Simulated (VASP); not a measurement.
# FeBr (P6/mmm) in VASP: single point with PBE

Aim: the single point of FeBr with PBE.

Everything below comes from runs of VASP 6.6.1. Logs are shortened: lines on timing, memory, paths and dates and some standing lists are left out, and cuts for length are marked.

### Step 1. The cell of the first run

Symmetry: P6/mmm, No. 191, hexagonal system. The conventional cell has a = 5.497 Å, b = 5.497 Å, c = 4.435 Å, α = 90.00°, β = 90.00°, γ = 120.00°. Fe (site symmetry mmm) has 6 Br at 2.73 to 2.75 Å and 4 Fe at 2.75 Å within 3.6 Å. Within 3.6 Å of Br (site symmetry 6/mmm) lie 6 Fe at 2.75 Å. Br (site symmetry -6m2) has 6 Fe at 2.73 Å and 3 Br at 3.17 Å within 3.6 Å.

### Step 2. Single point, PBE, collinear spin, ferromagnetic start

Contents of INCAR:

```
PREC = Accurate
ENCUT = 520
EDIFF = 1E-6
ISMEAR = 0
SIGMA = 0.1
LREAL = False
LASPH = True
NELM = 150
ALGO = Normal
ISIF = 2
LWAVE = False
LCHARG = False
ISPIN = 2
MAGMOM = 4 4 4 0 0 0
LORBIT = 11
LMAXMIX = 4
GGA = PE
NBANDS = 36
```

Contents of KPOINTS:

```
regular mesh
0
Gamma
  6 6 4
```

Contents of POSCAR:

```
FeBr
1.0
    5.4970179133      0.0000000000      0.0000000000
   -2.7485089567      4.7605571580      0.0000000000
    0.0000000000      0.0000000000      4.4350939983
Fe Br
3 3
Direct
    0.5000000000      0.0000000000      0.0000000000
    0.5000000000      0.5000000000      0.0000000000
    0.0000000000      0.5000000000      0.0000000000
    0.0000000000      0.0000000000      0.0000000000
    0.3333333333      0.6666666667      0.5000000000
    0.6666666667      0.3333333333      0.5000000000
```

Potentials or basis: VASP PAW PBE potentials, release 64 (Fe, Br).

Run with:

```bash
$ cat potpaw_PBE.64/Fe/POTCAR potpaw_PBE.64/Br/POTCAR > POTCAR
$ mpirun -np 1 vasp_std > vasp.out
```

OUTCAR:

```text
PREC = Accurate
   ENCUT = 520
   EDIFF = 1E-6
   ISMEAR = 0
   LREAL = False
   LASPH = True
   NELM = 150
   ISIF = 2
   ISPIN = 2
   LORBIT = 11
   GGA = PE

 ion  position               nearest neighbor table
   1  0.500  0.000  0.000-   5 2.73   6 2.73   5 2.73   6 2.73   3 2.75   3 2.75   4 2.75   4 2.75
                             2 2.75   2 2.75
   2  0.500  0.500  0.000-   5 2.73   6 2.73   5 2.73   6 2.73   4 2.75   4 2.75   3 2.75   3 2.75
                             1 2.75   1 2.75
   3  0.000  0.500  0.000-   5 2.73   6 2.73   5 2.73   6 2.73   1 2.75   1 2.75   2 2.75   2 2.75
                             4 2.75   4 2.75
   4  0.000  0.000  0.000-   2 2.75   2 2.75   1 2.75   1 2.75   3 2.75   3 2.75
   5  0.333  0.667  0.500-   3 2.73   3 2.73   1 2.73   1 2.73   2 2.73   2 2.73
   6  0.667  0.333  0.500-   3 2.73   3 2.73   1 2.73   1 2.73   2 2.73   2 2.73

  LATTYP: Found a hexagonal cell.
 ALAT       =     5.4970179133
 C/A-ratio  =     0.8068181818

  Lattice vectors:

 A1 = (   5.4970179133,   0.0000000000,   0.0000000000)
 A2 = (  -2.7485089567,   4.7605571580,   0.0000000000)
 A3 = (   0.0000000000,   0.0000000000,   4.4350939983)

Analysis of symmetry for initial positions (statically):
=====================================================================
 Subroutine PRICEL returns:
 Original cell was already a primitive cell.

 Routine SETGRP: Setting up the symmetry group for a
 hexagonal supercell.

 Subroutine GETGRP returns: Found 24 space group operations
 (whereof 24 operations were pure point group operations)
 out of a pool of 24 trial point group operations.

The static configuration has the point symmetry D_6h.

Analysis of symmetry for dynamics (positions and initial velocities):
=====================================================================
 Subroutine PRICEL returns:
 Original cell was already a primitive cell.

 Routine SETGRP: Setting up the symmetry group for a
 hexagonal supercell.

 Subroutine GETGRP returns: Found 24 space group operations
 (whereof 24 operations were pure point group operations)
 out of a pool of 24 trial point group operations.

The dynamic configuration has the point symmetry D_6h.

Analysis of structural, dynamic, and magnetic symmetry:
=====================================================================
 Subroutine PRICEL returns:
 Original cell was already a primitive cell.

 Routine SETGRP: Setting up the symmetry group for a
 hexagonal supercell.

 Subroutine GETGRP returns: Found 24 space group operations
 (whereof 24 operations were pure point group operations)
[... 145 lines left out ...]
 number of electron      44.9999998 magnetization      10.1966800

 number of electron      44.9999998 magnetization       9.1399696

 Free energy of the ion-electron system (eV)
  ---------------------------------------------------
  ext. energy  EPLUGINS =         0.00000000
  ---------------------------------------------------
  free energy    TOTEN  =       -28.01005542 eV

  energy without entropy =      -27.98026626  energy(sigma->0) =      -27.99516084

 E-fermi :   4.8414     XC(G=0): -10.2699

 val. band max:        4.8400567761   @ k =   0.3333   0.3333   0.0000
 cond. band min:       4.8461809000   @ k =   0.5000  -0.0000   0.0000
 fundamental gap:      0.0061241239
 Fermi energy:         4.8413556517

 spin component 1

 k-point     1 :       0.0000    0.0000    0.0000
  band No.  band energies     occupation
      1     -12.5352      1.00000
      2     -11.5844      1.00000
      3     -11.0689      1.00000
      4      -1.6035      1.00000
      5      -1.6035      1.00000
      6      -1.5037      1.00000
[... 766 lines left out ...]
     33      10.8177      0.00000
     34      10.8177      0.00000
 Fermi energy:         4.8413556517

 spin component 2

 k-point     1 :       0.0000    0.0000    0.0000
  band No.  band energies     occupation
      1     -12.4293      1.00000
      2     -11.4724      1.00000
      3     -10.9752      1.00000
      4      -1.2889      1.00000
      5      -1.2889      1.00000
      6      -1.1852      1.00000
[... 766 lines left out ...]
     33      11.1302      0.00000
     34      11.1302      0.00000
 [bands above 34 left out]

------------------------ aborting loop because EDIFF is reached ----------------------------------------

  FORCE on cell =-STRESS in cart. coord.  units (eV):
  Direction    XX          YY          ZZ          XY          YZ          ZX
  --------------------------------------------------------------------------------------
  -------------------------------------------------------------------------------------
  Total        1.1989960      1.1989960      0.1080876     -0.0000000      0.0000000      0.0000000
  in kB       16.5516213     16.5516213      1.4921020     -0.0000000      0.0000000      0.0000000
  external PRESSURE =      11.5317816 kB  Pullay stress =       0.0000000 kB

 VOLUME and BASIS-vectors are now :
 -----------------------------------------------------------------------------
  energy-cutoff  :      520.00
  volume of cell :      116.06
      direct lattice vectors                 reciprocal lattice vectors
     5.497017913  0.000000000  0.000000000     0.181916817  0.105029723  0.000000000
    -2.748508957  4.760557158  0.000000000     0.000000000  0.210059446  0.000000000
     0.000000000  0.000000000  4.435093998     0.000000000  0.000000000  0.225474364

 POSITION                                       TOTAL-FORCE (eV/Angst)
 -----------------------------------------------------------------------------------
      2.74851      0.00000      0.00000         0.000000      0.000000      0.000000
      1.37425      2.38028      0.00000         0.000000      0.000000      0.000000
     -1.37425      2.38028      0.00000         0.000000      0.000000      0.000000
      0.00000      0.00000      0.00000         0.000000      0.000000      0.000000
     -0.00000      3.17370      2.21755        -0.000000      0.000000      0.000000
      2.74851      1.58685      2.21755         0.000000     -0.000000      0.000000
 -----------------------------------------------------------------------------------
    total drift:                                0.000000     -0.000000     -0.000000

  FREE ENERGIE OF THE ION-ELECTRON SYSTEM (eV)
  ---------------------------------------------------
  free  energy   TOTEN  =       -28.0100554232 eV

  energy  without entropy=      -27.9802662584  energy(sigma->0) =      -27.99516084

 total charge

# of ion       s       p       d       tot
------------------------------------------
    1        0.294   0.262   6.259   6.816
    2        0.294   0.262   6.259   6.816
    3        0.294   0.262   6.259   6.816
    4        1.611   3.193   0.046   4.850
    5        1.627   3.192   0.058   4.877
    6        1.627   3.192   0.058   4.877
--------------------------------------------------
tot          5.748  10.365  18.939  35.052

 magnetization (x)

# of ion       s       p       d       tot
------------------------------------------
    1       -0.002  -0.001   2.914   2.911
    2       -0.002  -0.001   2.914   2.911
    3       -0.002  -0.001   2.914   2.911
    4        0.018   0.068   0.001   0.087
    5        0.011   0.086  -0.004   0.093
    6        0.011   0.086  -0.004   0.093
--------------------------------------------------
tot          0.033   0.236   8.735   9.004
```

OSZICAR:

```text
N       E                     dE             d eps       ncg     rms          rms(c)
DAV:   1     0.377237751612E+03    0.37724E+03   -0.18544E+04  3024   0.126E+03
DAV:   2     0.164792710745E+02   -0.36076E+03   -0.33782E+03  3032   0.306E+02
DAV:   3    -0.267340401080E+02   -0.43213E+02   -0.40190E+02  3780   0.113E+02
DAV:   4    -0.287787934842E+02   -0.20448E+01   -0.20248E+01  3744   0.256E+01
DAV:   5    -0.288265001491E+02   -0.47707E-01   -0.47662E-01  3644   0.385E+00    0.252E+01
DAV:   6    -0.290452490581E+02   -0.21875E+00   -0.18158E+01  3932   0.521E+01    0.180E+01
DAV:   7    -0.279519178568E+02    0.10933E+01   -0.48607E+00  3828   0.347E+01    0.754E+00
DAV:   8    -0.280181684666E+02   -0.66251E-01   -0.46405E-01  3540   0.314E+00    0.406E+00
DAV:   9    -0.280064812516E+02    0.11687E-01   -0.33924E-02  4160   0.194E+00    0.126E+00
DAV:  10    -0.280094850606E+02   -0.30038E-02   -0.12156E-02  4360   0.820E-01    0.273E-01
DAV:  11    -0.280099559743E+02   -0.47091E-03   -0.13999E-03  3728   0.259E-01    0.186E-01
DAV:  12    -0.280099968490E+02   -0.40875E-04   -0.95870E-05  3764   0.826E-02    0.105E-01
DAV:  13    -0.280100445939E+02   -0.47745E-04   -0.48350E-05  3664   0.500E-02    0.518E-02
DAV:  14    -0.280100527055E+02   -0.81116E-05   -0.15758E-05  3776   0.348E-02    0.239E-02
DAV:  15    -0.280100549033E+02   -0.21978E-05   -0.58900E-06  3416   0.187E-02    0.854E-03
DAV:  16    -0.280100554232E+02   -0.51996E-06   -0.12165E-06  2344   0.872E-03
   1 F= -.28010055E+02 E0= -.27995161E+02  d E =-.297892E-01  mag=     9.1400
```

stdout:

```text
POSCAR found type information on POSCAR FeBr
 POSCAR found :  2 types and       6 ions
 scaLAPACK will be used
 LDA part: xc-table for (Slater+PW92), standard interpolation
 POSCAR, INCAR and KPOINTS ok, starting setup
 FFT: planning ... GRIDC
 FFT: planning ... GRID_SOFT
 FFT: planning ... GRID
 WAVECAR not read
 entering main loop
```

Wall time 6 min (1 thread of Intel Xeon 8259CL, shared host); peak memory 0.35 GiB.

Results:

* Free energy: -28.0101 eV
* Pressure: 1.2 GPa
* Net moment: 9.14 μB per cell
* Site moments: Fe +2.91; Br +0.09 μB
* Valence electrons inside the program's atomic spheres: Fe 6.82; Br 4.85, 4.88

Levels at points of the mesh, in eV from the Fermi level:
Spin up:
| k point | band 25 | band 26 | band 27 | band 28 | band 29 | band 30 |
| --- | --- | --- | --- | --- | --- | --- |
| (0.00, 0.00, 0.00) | -1.25 | -1.21 | -1.01 | -0.39 | 1.39 | 4.41 |
| (0.50, 0.00, 0.00) | -1.38 | -1.28 | -1.26 | -0.09 | 1.76 | 3.69 |
| (0.00, 0.00, 0.50) | -1.27 | -1.27 | -1.21 | 2.37 | 2.37 | 3.44 |
| (0.50, 0.00, 0.50) | -1.39 | -1.12 | -0.84 | 1.33 | 3.25 | 4.09 |
Spin down:
```
           k point  band 16  band 17  band 18  band 19  band 20  band 21
(0.00, 0.00, 0.00)    -0.79    -0.79     0.02     0.47     0.68     0.75
(0.50, 0.00, 0.00)    -0.36    -0.24    -0.08     0.00     0.26     0.40
(0.00, 0.00, 0.50)    -0.26    -0.03    -0.03     0.09     0.09     0.09
(0.50, 0.00, 0.50)    -0.43    -0.13    -0.03     0.07     0.18     0.33
```

Caveat: semilocal functionals often make such compounds metallic where correlation or magnetic order opens a gap, which also shifts bond lengths.
